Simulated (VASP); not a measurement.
NaH, 32 atoms in the cell. The structure is cubic, space group Fm-3m (No. 225). Conventional cell: a = 4.831 Å, b = 4.831 Å, c = 4.831 Å, α = 90.00°, β = 90.00°, γ = 90.00°. Na (site symmetry m-3m) has 6 H at 2.42 Å within 3.2 Å. H (site symmetry m-3m) has 6 Na at 2.42 Å within 3.2 Å. 

| Quantity | Value |
| --- | --- |
| Program | VASP 6.6.1 |
| Task | single point |
| Functional | PBE |
| Potentials or basis | VASP PAW PBE potentials, release 64 (Na_pv, H) |
| Cutoff | 520 eV |
| k mesh | 2 × 2 × 2, shifted |
| Occupations | gaussian, width 0.01 eV |
| Spin | no spin polarisation |
| Dipole correction | no |
| Further INCAR settings | LREAL = Auto; ALGO = Normal; EDIFF = 1e-07; NBANDS = 86 |

Potentials or basis: VASP PAW PBE potentials, release 64 (Na_pv, H).

Command:

```sh
$ cat potpaw_PBE.64/Na_pv/POTCAR potpaw_PBE.64/H/POTCAR > POTCAR
$ mpirun -np 1 vasp_std > vasp.out
```

Hardware: 1 thread of Intel(R) Xeon(R) Platinum 8259CL CPU @ 2.50GHz (Skylake/Cascade Lake) (shared host).

Task: Estimate the wall time of this run.

Result: Run time: 3.9 min on 1 thread of Intel(R) Xeon(R) Platinum 8259CL CPU @ 2.50GHz (Skylake/Cascade Lake), on a shared host, peak memory 0.56 GiB. Counts: scf iterations 15, k points 2.
